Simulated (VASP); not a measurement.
Here is a VASP 6.6.1 calculation.

Contents of INCAR:

```
  ALGO = Normal
  EDIFF = 1E-6
  ENCUT = 520
  GGA = PS
  ISIF = 2
  ISMEAR = -1
  ISPIN = 2
  LASPH = T
  LCHARG = T
  LELF = T
  LMAXMIX = 4
  LORBIT = 11
  LREAL = F
  LVHAR = T
  LWAVE = F
  MAGMOM = 2 2
  NBANDS = 21
  NELM = 150
  PREC = Accurate
  SIGMA = 0.1
```

The input KPOINTS:

```
k-points
0
Gamma
  7 14 14
```

File POSCAR:

```
Ni
1.0
    0.0000000000      3.5359000000      3.5359000000
    1.7679500000      0.0000000000      1.7679500000
    1.7679500000      1.7679500000      0.0000000000
Ni
2
Direct
    0.0000000000      0.0000000000      0.0000000000
    0.5000000000      0.0000000000      0.0000000000
```

Potentials or basis: VASP PAW PBE potentials, release 64 (Ni).

Command:

```console
$ cat potpaw_PBE.64/Ni/POTCAR > POTCAR
$ mpirun -np 1 vasp_std > vasp.out
```

(1) Estimate the net moment.

(2) Predict the pressure.

## Answers

(1) 1.20 μB per cell.

(2) -11.9 GPa.

Caveat: the cell stands under tension; the PAW data sets were made with another functional, which shifts forces and pressure a little.
